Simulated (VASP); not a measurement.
Write the native input for VASP 6.6.1 that does the following.

| Item | Value |
| --- | --- |
| Task | molecular dynamics |
| Functional | PBE |
| Potentials or basis | VASP PAW PBE potentials, release 64 (Ga_d, N) |
| Cutoff | 440 eV |
| k mesh | 1 × 1 × 1, shifted |
| Occupations | fermi-dirac, width 0.1379 eV |
| Spin | no spin polarisation |
| Dipole correction | no |
| Further INCAR settings | PREC = Normal; ALGO = Normal; EDIFF = 1e-05; ISYM = -1; MAXMIX = 40; IBRION = 0; POTIM = 2.0; NSW = 40 |

The structure of GaN lies in POSCAR:

```
GaN
1.0
    5.4688290000     -0.0987570000     -0.2611840000
   -0.0987570000      5.7463480000     -0.0120910000
   -0.2611840000     -0.0120910000      5.5829250000
Ga N
7 7
Direct
    0.9866061796      0.7412086205      0.9303267528
    0.6069948088      0.5684288893      0.7129204946
    0.8579581772      0.9531969706      0.4271442096
    0.1202063856      0.2393969248      0.1303131448
    0.4893543633      0.7638023541      0.1563846590
    0.5408265860      0.2512859226      0.9508536708
    0.0488873078      0.4946014602      0.5159057011
    0.7859899329      0.0220560852      0.9869836375
    0.2726307085      0.4605251544      0.8161383103
    0.1782857253      0.9617749810      0.6042714620
    0.3923895479      0.9661894316      0.7260656114
    0.7375157838      0.5259058485      0.1194119693
    0.2362619154      0.9127326818      0.2436339439
    0.7909195482      0.3053250199      0.4668185369
```

The input as run:

INCAR

```
PREC     = Normal         # precision mode
ENCUT    = 440            # plane-wave cutoff, eV
EDIFF    = 1E-5           # SCF threshold, eV
ISMEAR   = -1             # smearing method
SIGMA    = 0.1379         # smearing width, eV
LREAL    = F              # projectors in reciprocal space
LASPH    = T              # aspherical terms in the spheres
NELM     = 120            # most SCF steps
ALGO     = Normal         # electronic algorithm
ISIF     = 2              # what is computed and relaxed
LWAVE    = F              # write WAVECAR
LCHARG   = T              # write CHGCAR
GGA      = PE             # functional
ISYM     = -1           
IBRION   = 0              # ionic algorithm
NSW      = 40             # ionic steps
POTIM    = 2.0            # step
TEBEG    = 1600.0       
TEEND    = 1600.0       
NELMIN   = 4            
RANDOM_SEED= 24551 0 0    
MDALGO   = 3            
LANGEVIN_GAMMA= 15 15        
GGA_COMPAT= F            
MAXMIX   = 40
```

KPOINTS

```
explicit points
1
Reciprocal
  0.25000000   0.25000000   0.25000000 1
```

Potentials or basis: VASP PAW PBE potentials, release 64 (Ga_d, N).

The run is started by

```sh
$ cat potpaw_PBE.64/Ga_d/POTCAR potpaw_PBE.64/N/POTCAR > POTCAR
$ mpirun -np 1 vasp_std > vasp.out
```

Wall time 15 min on 1 thread of AMD EPYC 7R43 64-Core Processor (Zen 3), with other jobs on the host, peak memory 0.15 GiB.
